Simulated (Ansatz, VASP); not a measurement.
## Al4Co in VASP and in Ansatz

```xyz
5
Lattice="2.8765 -3.4072 0.0000 2.8765 3.4072 0.0000 -1.0633 0.0000 4.3462" Properties=species:S:1:pos:R:3 pbc="T T T"
Al    1.4080    1.4329    0.1310
Al    1.4080   -1.4329    0.1310
Al   -0.3168    0.0000    1.9829
Al    2.5647    0.0000    2.4526
Co    4.3085    0.0000    3.9951
```

Change from the starting cell: the structure that the rattled cell fell into.

Alike in both runs: task relaxation of cell and atoms; functional PBE; k mesh 10 × 10 × 10; occupations gaussian, width 0.1 eV; no spin polarisation.

|  | VASP | Ansatz |
| --- | --- | --- |
| version | VASP 6.6.1 | Ansatz 0.2.0 |
| potentials or method | VASP PAW PBE potentials, release 64 (Al, Co), cutoff 600 eV | scalar-relativistic, plane waves, PAW |
| valence electrons in the cell | 21 | 29 |

VASP gave:

- gap on the k mesh at the Fermi level, each at its own relaxed structure (eV): none
- relaxed volume (Å³/atom): 17.04
- relaxed length of the cell vector where the two differ most in proportion (Å): 4.463

Q: Estimate Ansatz's values.

A: gap on the k mesh at the Fermi level, each at its own relaxed structure (eV): none; relaxed volume (Å³/atom): 17.06; relaxed length of the cell vector where the two differ most in proportion (Å): 4.466.

A gap of «none» marks a metal or a gap that the smearing closes. VASP's potentials hold 21 valence electrons a cell and Ansatz's 29, so a difference there can come from the potentials and not from the codes.
